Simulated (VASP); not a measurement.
A run of VASP 6.6.1:

File INCAR:

```
PREC     = Accurate       # precision mode
ENCUT    = 500            # plane-wave cutoff, eV
EDIFF    = 1E-7           # SCF threshold, eV
ISMEAR   = -1             # smearing method
SIGMA    = 0.02           # smearing width, eV
LREAL    = F              # projectors in reciprocal space
LASPH    = T              # aspherical terms in the spheres
NELM     = 120            # most SCF steps
ALGO     = Normal         # electronic algorithm
ISIF     = 8              # what is computed and relaxed
LWAVE    = F              # write WAVECAR
LCHARG   = F              # write CHGCAR
GGA      = CA             # functional
IBRION   = 2              # ionic algorithm
NSW      = 80             # ionic steps
EDIFFG   = -0.03          # ionic threshold
GGA_COMPAT= F            
NELMIN   = 4
```

File KPOINTS:

```
Automatic mesh
0
Gamma
  9 9 9
```

File POSCAR:

```
Ag
1.0
    0.0000000000      2.0427500000      2.0427500000
    2.0427500000      0.0000000000      2.0427500000
    2.0427500000      2.0427500000      0.0000000000
Ag
1
Direct
    0.0000000000      0.0000000000      0.0000000000
```

Potentials or basis: VASP PAW LDA potentials, release 64 (Ag).

Command:

```console
$ cat potpaw_LDA.64/Ag/POTCAR > POTCAR
$ mpirun -np 1 vasp_std > vasp.out
```

Hardware: 1 thread of Intel(R) Xeon(R) 6975P-C (Granite Rapids), with other jobs on the host.

How long does it take, and how much memory?

Run time: 6.7 s on 1 thread of Intel(R) Xeon(R) 6975P-C (Granite Rapids), on a shared host, peak memory 0.13 GiB. Counts: scf iterations 26, k points 35, ion steps 3.
